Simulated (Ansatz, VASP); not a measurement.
Al3Cu in VASP and in Ansatz

```
Al Cu
1.0
     3.62339    0.00000    0.00000
     0.00000    3.90634    0.00000
     0.00000    0.00000    4.03490
Al Cu
3 1
Direct
  0.00000 0.50000 0.50000
  0.50000 0.00000 0.50000
  0.50000 0.50000 0.00000
  0.00000 0.00000 0.00000
```

Change from the starting cell: strain +e along x and -e along y -0.0367, strain +e along z and -e/2 along x and y +0.0467.

Alike in both runs: task single point; functional LDA; k mesh 10 × 10 × 10; occupations gaussian, width 0.15 eV; no spin polarisation.

```csv
,VASP,Ansatz
version,VASP 6.6.1,Ansatz 0.2.0
potentials or method,"VASP PAW LDA potentials, release 64 (Al, Cu), cutoff 520 eV","scalar-relativistic, plane waves, PAW"
valence electrons in the cell,20,28
```

VASP gave:

- gap on the k mesh at the Fermi level (eV): none
- pressure (GPa): 1.0
- traceless stress, the component that is largest in VASP (GPa): 5.59

Task: Which values does Ansatz return?

Result: gap on the k mesh at the Fermi level (eV): none; pressure (GPa): 0.7; traceless stress, the component that is largest in VASP (GPa): 5.55.

Ansatz warns that its potentials were made for another functional, while VASP's fit it. LDA's correlation is that of Perdew and Zunger in VASP and of Perdew and Wang (1992) in Ansatz. A gap of «none» marks a metal or a gap that the smearing closes. VASP's potentials hold 20 valence electrons a cell and Ansatz's 28, so a difference there can come from the potentials and not from the codes.
